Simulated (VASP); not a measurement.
Write the native input for VASP 6.6.1 that does the following.

| Property | Result |
| --- | --- |
| Task | single point |
| Functional | PBE |
| Potentials or basis | VASP PAW PBE potentials, release 64 (Ga_d, N) |
| Cutoff | 520 eV |
| k mesh | 4 × 4 × 4 |
| Occupations | gaussian, width 0.1 eV |
| Spin | no spin polarisation |
| Dipole correction | no |
| Further INCAR settings | ALGO = Normal; EDIFF = 1e-06; NBANDS = 66 |

The structure of GaN lies in POSCAR:

```
GaN
1.0
    5.5694336850      0.0000000000      0.0000000000
    0.0000000000      5.5694336850      0.0000000000
    0.0000000000      0.0000000000      5.5694336850
Ga N
6 6
Direct
    0.5000000000      0.0000000000      0.7500000000
    0.7500000000      0.5000000000      0.0000000000
    0.0000000000      0.7500000000      0.5000000000
    0.5000000000      0.0000000000      0.2500000000
    0.2500000000      0.5000000000      0.0000000000
    0.0000000000      0.2500000000      0.5000000000
    0.0000000000      0.5000000000      0.7500000000
    0.7500000000      0.0000000000      0.5000000000
    0.5000000000      0.7500000000      0.0000000000
    0.0000000000      0.5000000000      0.2500000000
    0.2500000000      0.0000000000      0.5000000000
    0.5000000000      0.2500000000      0.0000000000
```

The cell was generated, and may not be a known phase.

One way to write it, as run:

INCAR

```
SYSTEM = GaN
PREC     = Accurate       ! precision mode
ENCUT    = 520            ! plane-wave cutoff, eV
EDIFF    = 1E-6           ! SCF threshold, eV
ISMEAR   = 0              ! smearing method
SIGMA    = 0.1            ! smearing width, eV
LREAL    = .FALSE.        ! projectors in reciprocal space
LASPH    = .TRUE.         ! aspherical terms in the spheres
NELM     = 80             ! most SCF steps
ALGO     = Normal         ! electronic algorithm
ISIF     = 2              ! what is computed and relaxed
LWAVE    = .FALSE.        ! write WAVECAR
LCHARG   = .TRUE.         ! write CHGCAR
GGA      = PE             ! functional
LELF     = .TRUE.         ! ELF
LVHAR    = .TRUE.       
NBANDS   = 66             ! bands
```

KPOINTS

```
regular mesh
0
G
  4 4 4
  0 0 0
```

Potentials or basis: VASP PAW PBE potentials, release 64 (Ga_d, N).

Run with:

```console
$ cat potpaw_PBE.64/Ga_d/POTCAR potpaw_PBE.64/N/POTCAR > POTCAR
$ mpirun -np 1 vasp_std > vasp.out
```

Results of the run:

```
Pressure               : 0.3 GPa
Band gap on the k mesh : 1.50 eV
```

Run time: 4.5 min on 1 thread of Intel(R) Xeon(R) Platinum 8375C CPU @ 2.90GHz (Ice Lake), on a shared host, peak memory 0.29 GiB.
